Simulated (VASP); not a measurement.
# Al2O3 (R-3c) in VASP: a series of runs

Runs on Al2O3. Level: PBE. Tasks: single point.

Everything below comes from runs of VASP 6.6.1. Logs are shortened: lines on timing, memory, paths and dates and some standing lists are left out, and cuts for length are marked.

### Step 1. The cell of the first run

Symmetry: R-3c, No. 167, trigonal system. Conventional cell: a = 4.417 Å, b = 4.417 Å, c = 13.060 Å, α = 90.00°, β = 90.00°, γ = 120.00°. Al (site symmetry 3) has 6 O at 1.75 to 1.90 Å within 2.3 Å. Within 2.3 Å of O (site symmetry 2) lie 4 Al at 1.75 to 1.90 Å.

### Step 2. Single point, PBE (volume 7.356 Å^3 an atom, c/a of the conventional cell 2.9567)

The input, INCAR:

```
SYSTEM = Al2O3
ALGO     = Normal         ! electronic algorithm
EDIFF    = 1E-7           ! SCF threshold, eV
ENCUT    = 520            ! plane-wave cutoff, eV
GGA      = PE             ! functional
ISIF     = 2              ! what is computed and relaxed
ISMEAR   = 0              ! smearing method
LASPH    = .TRUE.         ! aspherical terms in the spheres
LCHARG   = .FALSE.        ! write CHGCAR
LREAL    = .FALSE.        ! projectors in reciprocal space
LWAVE    = .FALSE.        ! write WAVECAR
NBANDS   = 35             ! bands
NELM     = 100            ! most SCF steps
PREC     = Accurate       ! precision mode
SIGMA    = 0.05           ! smearing width, eV
```

The input, KPOINTS:

```
k-points
0
G
  6 6 6
  0 0 0
```

The input, POSCAR:

```
Al2O3
1.0
    2.2085726942      1.2751200395      4.3533912565
   -2.2085726942      1.2751200395      4.3533912565
    0.0000000000     -2.5502400790      4.3533912565
Al O
4 6
Direct
    0.8521293568      0.8521293568      0.8521293568
    0.6478706432      0.6478706432      0.6478706432
    0.1478706432      0.1478706432      0.1478706432
    0.3521293568      0.3521293568      0.3521293568
    0.0561574040      0.4438425960      0.7500000000
    0.7500000000      0.0561574040      0.4438425960
    0.4438425960      0.7500000000      0.0561574040
    0.9438425960      0.5561574040      0.2500000000
    0.2500000000      0.9438425960      0.5561574040
    0.5561574040      0.2500000000      0.9438425960
```

Potentials or basis: VASP PAW PBE potentials, release 64 (Al, O).

Command:

```
> cat potpaw_PBE.64/Al/POTCAR potpaw_PBE.64/O/POTCAR > POTCAR
> mpirun -np 1 vasp_std > vasp.out
```

OUTCAR:

```text
SYSTEM = Al2O3
   EDIFF = 1E-7
   ENCUT = 520
   GGA = PE
   ISIF = 2
   ISMEAR = 0
   LASPH = .TRUE.
   LREAL = .FALSE.
   NELM = 100
   PREC = Accurate

 ion  position               nearest neighbor table
   1  0.852  0.852  0.852-   9 1.75   8 1.75  10 1.75   7 1.90   6 1.90   5 1.90   3 2.60   3 2.60
                             3 2.60   2 2.67   2 3.06   2 3.06   2 3.06   4 3.35   4 3.35   4 3.35
   2  0.648  0.648  0.648-  10 1.75   8 1.75   9 1.75   7 1.90   6 1.90   5 1.90   4 2.60   4 2.60
                             4 2.60   1 2.67   1 3.06   1 3.06   1 3.06   3 3.35   3 3.35   3 3.35
   3  0.148  0.148  0.148-   6 1.75   5 1.75   7 1.75   9 1.90  10 1.90   8 1.90   1 2.60   1 2.60
                             1 2.60   4 2.67   4 3.06   4 3.06   4 3.06   2 3.35   2 3.35   2 3.35
   4  0.352  0.352  0.352-   7 1.75   5 1.75   6 1.75   9 1.90  10 1.90   8 1.90   2 2.60   2 2.60
                             2 2.60   3 2.67   3 3.06   3 3.06   3 3.06   1 3.35   1 3.35   1 3.35
   5  0.056  0.444  0.750-   3 1.75   4 1.75   1 1.90   2 1.90
   6  0.750  0.056  0.444-   3 1.75   4 1.75   1 1.90   2 1.90
   7  0.444  0.750  0.056-   4 1.75   3 1.75   1 1.90   2 1.90
   8  0.944  0.556  0.250-   1 1.75   2 1.75   3 1.90   4 1.90
   9  0.250  0.944  0.556-   1 1.75   2 1.75   3 1.90   4 1.90
  10  0.556  0.250  0.944-   2 1.75   1 1.75   3 1.90   4 1.90

  LATTYP: Found a trigonal (rhomboedric) cell.
 ALAT       =     5.0453681623
 COS(alpha) =     0.6167627917

  Lattice vectors:

 A1 = (   2.2085726942,   1.2751200395,   4.3533912565)
 A2 = (  -2.2085726942,   1.2751200395,   4.3533912565)
 A3 = (   0.0000000000,  -2.5502400790,   4.3533912565)

Analysis of symmetry for initial positions (statically):
=====================================================================
 Subroutine PRICEL returns:
 Original cell was already a primitive cell.

 Routine SETGRP: Setting up the symmetry group for a
 trigonal (rhombohedral) supercell.

 Subroutine GETGRP returns: Found 12 space group operations
 (whereof  6 operations were pure point group operations)
 out of a pool of 12 trial point group operations.

The static configuration has the point symmetry S_6 .
 The point group associated with its full space group is D_3d.

Analysis of symmetry for dynamics (positions and initial velocities):
=====================================================================
 Subroutine PRICEL returns:
 Original cell was already a primitive cell.

 Routine SETGRP: Setting up the symmetry group for a
 trigonal (rhombohedral) supercell.

 Subroutine GETGRP returns: Found 12 space group operations
 (whereof  6 operations were pure point group operations)
 out of a pool of 12 trial point group operations.

The dynamic configuration has the point symmetry S_6 .
 The point group associated with its full space group is D_3d.

 Subroutine INISYM returns: Found 12 space group operations
 (whereof  6 operations are pure point group operations),
 and found     1 'primitive' translations

----------------------------------------------------------------------------------------

                                     Primitive cell

  volume of cell :      73.5600

  direct lattice vectors                    reciprocal lattice vectors
     2.208572694  1.275120039  4.353391257     0.226390556  0.130706648  0.076568660
    -2.208572694  1.275120039  4.353391257    -0.226390556  0.130706648  0.076568660
     0.000000000 -2.550240079  4.353391257     0.000000000 -0.261413297  0.076568660

  length of vectors
     5.045368162  5.045368162  5.045368162     0.272396166  0.272396166  0.272396166

  position of ions in fractional coordinates (direct lattice)
     0.852129357  0.852129357  0.852129357
     0.647870643  0.647870643  0.647870643
     0.147870643  0.147870643  0.147870643
     0.352129357  0.352129357  0.352129357
     0.056157404  0.443842596  0.750000000
     0.750000000  0.056157404  0.443842596
     0.443842596  0.750000000  0.056157404
     0.943842596  0.556157404  0.250000000
     0.250000000  0.943842596  0.556157404
     0.556157404  0.250000000  0.943842596

  ion indices of the primitive-cell ions
   primitive index   ion index
                 1           1
                 2           2
                 3           3
                 4           4
                 5           5
                 6           6
                 7           7
                 8           8
                 9           9
                10          10

----------------------------------------------------------------------------------------

 KPOINTS: k-points

Automatic generation of k-mesh.
 Grid dimensions read from file:
 generate k-points for:    6    6    6

 Generating k-lattice:

  Cartesian coordinates                     Fractional coordinates (reciprocal lattice)
     0.037731759  0.021784441  0.012761443     0.166666667  0.000000000  0.000000000
    -0.037731759  0.021784441  0.012761443     0.000000000  0.166666667  0.000000000
     0.000000000 -0.043568883  0.012761443     0.000000000  0.000000000  0.166666667

  Length of vectors
     0.045399361  0.045399361  0.045399361

  Shift w.r.t. Gamma in fractional coordinates (k-lattice)
     0.000000000  0.000000000  0.000000000

 Subroutine IBZKPT returns following result:
 ===========================================

 Found     32 irreducible k-points:

 Following reciprocal coordinates:
            Coordinates               Weight
  0.000000  0.000000  0.000000      1.000000
  0.166667  0.000000  0.000000      6.000000
  0.333333  0.000000  0.000000      6.000000
  0.500000  0.000000  0.000000      3.000000
  0.166667  0.166667  0.000000      6.000000
  0.333333  0.166667 -0.000000     12.000000
[... 16 lines left out ...]
  0.500000  0.500000  0.166667      6.000000
 -0.333333  0.500000  0.166667     12.000000
 [... further k-points ...]
   k-points           NKPTS =     32   k-points in BZ     NKDIM =     32   number of bands    NBANDS=     35
   number of dos      NEDOS =    301   number of ions     NIONS =     10
   total plane-waves  NPLWV =  64000
   dimension x,y,z NGX =    40 NGY =   40 NGZ =   40
   dimension x,y,z NGXF=    80 NGYF=   80 NGZF=   80
   ions per type =               4   6
   NGX,Y,Z   is equivalent  to a cutoff of  13.18, 13.18, 13.18 a.u.
   NGXF,Y,Z  is equivalent  to a cutoff of  26.36, 26.36, 26.36 a.u.
 SYSTEM =  Al2O3
   PREC   = accura    normal or accurate (medium, high low for compatibility)
   ISTART =      0    job   : 0-new  1-cont  2-samecut
   ICHARG =      2    charge: 1-file 2-atom 10-const
   ISPIN  =      1    spin polarized calculation?
   LNONCOLLINEAR =      F non collinear calculations
   LSORBIT =      F    spin-orbit coupling
   LASPH  =      T    aspherical Exc in radial PAW
   ENCUT  =  520.0 eV  38.22 Ry    6.18 a.u.   9.38  9.38  9.38*2*pi/ulx,y,z
   NELM   =    100;   NELMIN=  2; NELMDL= -5     # of ELM steps
   EDIFF  = 0.1E-06   stopping-criterion for ELM
   LREAL  =      F    real-space projection
   EDIFFG = 0.1E-05   stopping-criterion for IOM
   NSW    =      0    number of steps for IOM
   IBRION =     -1    ionic relax: 0-MD 1-quasi-New 2-CG
   NFREE  =      0    steps in history (QN), initial steepest desc. (CG)
   ISIF   =      2    stress and relaxation
   ISYM   =      2    0-nonsym 1-usesym 2-fastsym
   POTIM  = 0.5000    time-step for ionic-motion
   TEBEG  =    0.0;   TEEND  =   0.0 temperature during run
   PSTRESS=    0.0 pullay stress
   NELECT =      48.0000    total number of electrons
   NUPDOWN=      -1.0000    fix difference up-down
   EMIN   =  10.00;   EMAX   =-10.00  energy-range for DOS
   EFERMI =   0.00;   METHOD = LEGACY
   ISMEAR =     0;   SIGMA  =   0.05  broadening in eV -4-tet -1-fermi 0-gaus
   EFERMI_NEDOS =   21; number of points for ismear=-14 and -15
   IALGO  =     38    algorithm
   IMIX   =      4    mixing-type and parameters
     AMIX     =   0.40;   BMIX     =  1.00
     AMIX_MAG =   1.60;   BMIX_MAG =  1.00
  volume/ion in A,a.u.               =       7.36        49.64
  Fermi-wavevector in a.u.,A,eV,Ry     =   1.419955  2.683326 27.433060  2.016273
  Thomas-Fermi vector in A             =   2.540921
   LORBIT       =      0    0 simple, 1 ext, 2 COOP (PROOUT), +10 PAW based schemes
   GGA     = PE    functional components
   LHFCALC =     F    Hartree Fock is set to
   AEXX    =    0.0000 exact exchange contribution
   IVDW    =     0    specifies the selected vdW correction
   LEPSILON=     F    determine dielectric tensor
   LRPA    =     F    only Hartree local field effects (RPA)
 non-spin polarized calculation
 Gauss-broadening in eV      SIGMA  =   0.05
  energy-cutoff  :      520.00
  volume of cell :       73.56
 maximum number of plane-waves:      2002
 NGX is ok and might be reduce to    40
   NGX = 19   NGY = 19   NGZ = 19

 number of electron      48.0000011 magnetization

 Free energy of the ion-electron system (eV)
  ---------------------------------------------------
  ext. energy  EPLUGINS =         0.00000000
  ---------------------------------------------------
  free energy    TOTEN  =       -72.00336544 eV

  energy without entropy =      -72.00336544  energy(sigma->0) =      -72.00336544

 E-fermi :   8.4345     XC(G=0): -12.4157

 val. band max:        8.1681437219   @ k =   0.0000   0.0000   0.0000
 cond. band min:      15.9885720722   @ k =   0.0000   0.0000   0.0000
 fundamental gap:      7.8204283503
 Fermi energy:         8.4344981231

 k-point     1 :       0.0000    0.0000    0.0000
  band No.  band energies     occupation
      1     -12.5567      2.00000
      2     -10.0304      2.00000
      3      -9.0913      2.00000
      4      -9.0913      2.00000
      5      -8.7883      2.00000
      6      -8.7883      2.00000
[... 27 lines left out ...]
     34      23.7561      0.00000
     35      23.7916      0.00000

 k-point     2 :       0.1667    0.0000    0.0000
  band No.  band energies     occupation
      1     -12.3745      2.00000
      2      -9.9990      2.00000
      3      -9.3190      2.00000
      4      -9.1494      2.00000
      5      -8.8805      2.00000
      6      -8.8306      2.00000
[... 27 lines left out ...]
     34      22.8872      0.00000
     35      23.2893      0.00000

 k-point     3 :       0.3333    0.0000    0.0000
  band No.  band energies     occupation
      1     -11.8542      2.00000
      2     -10.2784      2.00000
      3      -9.5316      2.00000
      4      -9.2255      2.00000
      5      -9.0675      2.00000
      6      -9.0071      2.00000
[... 27 lines left out ...]
     34      22.2906      0.00000
     35      22.7514      0.00000
[... 723 lines left out ...]
 k-point    23 :       0.5000    0.5000    0.1667
  band No.  band energies     occupation
      1     -11.3440      2.00000
      2     -10.5782      2.00000
      3      -9.8818      2.00000
      4      -9.4861      2.00000
      5      -9.1778      2.00000
      6      -8.7904      2.00000
[... 27 lines left out ...]
     34      22.7354      0.00000
     35      23.0211      0.00000

 k-point    24 :      -0.3333    0.5000    0.1667
  band No.  band energies     occupation
      1     -10.9482      2.00000
      2     -10.5207      2.00000
      3     -10.1201      2.00000
      4      -9.7862      2.00000
      5      -9.1671      2.00000
      6      -8.8589      2.00000
[... 27 lines left out ...]
     34      22.0286      0.00000
     35      22.7929      0.00000

 [... further k-points ...]

------------------------ aborting loop because EDIFF is reached ----------------------------------------

  FORCE on cell =-STRESS in cart. coord.  units (eV):
  Direction    XX          YY          ZZ          XY          YZ          ZX
  --------------------------------------------------------------------------------------
  -------------------------------------------------------------------------------------
  Total       34.4534924     34.4534924     13.0850493      0.0000000      0.0000000      0.0000000
  in kB      750.4160471    750.4160471    284.9995838      0.0000000      0.0000000      0.0000000
  external PRESSURE =     595.2772260 kB  Pullay stress =       0.0000000 kB

 VOLUME and BASIS-vectors are now :
 -----------------------------------------------------------------------------
  energy-cutoff  :      520.00
  volume of cell :       73.56
      direct lattice vectors                 reciprocal lattice vectors
     2.208572694  1.275120039  4.353391257     0.226390556  0.130706648  0.076568660
    -2.208572694  1.275120039  4.353391257    -0.226390556  0.130706648  0.076568660
     0.000000000 -2.550240079  4.353391257     0.000000000 -0.261413297  0.076568660

 POSITION                                       TOTAL-FORCE (eV/Angst)
 -----------------------------------------------------------------------------------
      0.00000      0.00000     11.12896         0.000000      0.000000     -0.952622
      0.00000      0.00000      8.46130         0.000000      0.000000      0.952622
      0.00000      0.00000      1.93122         0.000000      0.000000      0.952622
      0.00000      0.00000      4.59887         0.000000      0.000000     -0.952622
     -0.85623     -1.27512      5.44174         0.299858      0.000000     -0.000000
      1.53240     -0.10396      5.44174        -0.149929      0.259685     -0.000000
     -0.67617      1.37908      5.44174        -0.149929     -0.259685     -0.000000
      0.85623      1.27512      7.61843        -0.299858      0.000000     -0.000000
     -1.53240      0.10396      7.61843         0.149929     -0.259685     -0.000000
      0.67617     -1.37908      7.61843         0.149929      0.259685     -0.000000
 -----------------------------------------------------------------------------------
    total drift:                                0.000000      0.000000     -0.000000

  FREE ENERGIE OF THE ION-ELECTRON SYSTEM (eV)
  ---------------------------------------------------
  free  energy   TOTEN  =       -72.0033654427 eV

  energy  without entropy=      -72.0033654427  energy(sigma->0) =      -72.00336544
```

Run time: 43 s. Hardware: 1 thread of Intel Xeon 6975P-C (Granite Rapids), shared host; peak memory 0.25 GiB.

Results:

* Free energy: -72.0034 eV
* Pressure: 59.5 GPa
* Largest force: 0.953 eV/Å
* Band gap on the k mesh: 7.82 eV, direct

Forces on the atoms (eV/Å):
```
Al   0.000  0.000 -0.953
Al   0.000  0.000  0.953
Al   0.000  0.000  0.953
Al   0.000  0.000 -0.953
O    0.300  0.000  0.000
O   -0.150  0.260  0.000
O   -0.150 -0.260  0.000
O   -0.300  0.000  0.000
O    0.150 -0.260  0.000
O    0.150  0.260  0.000
```

Stress tensor (GPa, compression positive):
```
75.04  0.00  0.00
 0.00 75.04  0.00
 0.00  0.00 28.50
```

Levels at points of the mesh, in eV from the valence-band top:
```
           k point  band 20  band 21  band 22  band 23  band 24  band 25  band 26  band 27  band 28  band 29
(0.00, 0.00, 0.00)    -0.88    -0.66    -0.66     0.00     0.00     7.82    10.87    11.54    11.54    12.07
(0.50, 0.00, 0.00)    -1.76    -1.36    -1.36    -0.73    -0.73    10.32    10.32    10.60    10.60    12.76
(0.50, 0.50, 0.00)    -1.82    -1.47    -1.40    -1.13    -0.68    10.62    10.70    11.16    11.52    11.57
(0.50, 0.50, 0.50)    -2.85    -0.37    -0.37    -0.37    -0.37    10.41    10.41    12.01    12.01    13.18
```

(Part 1 of 2 ends here.)
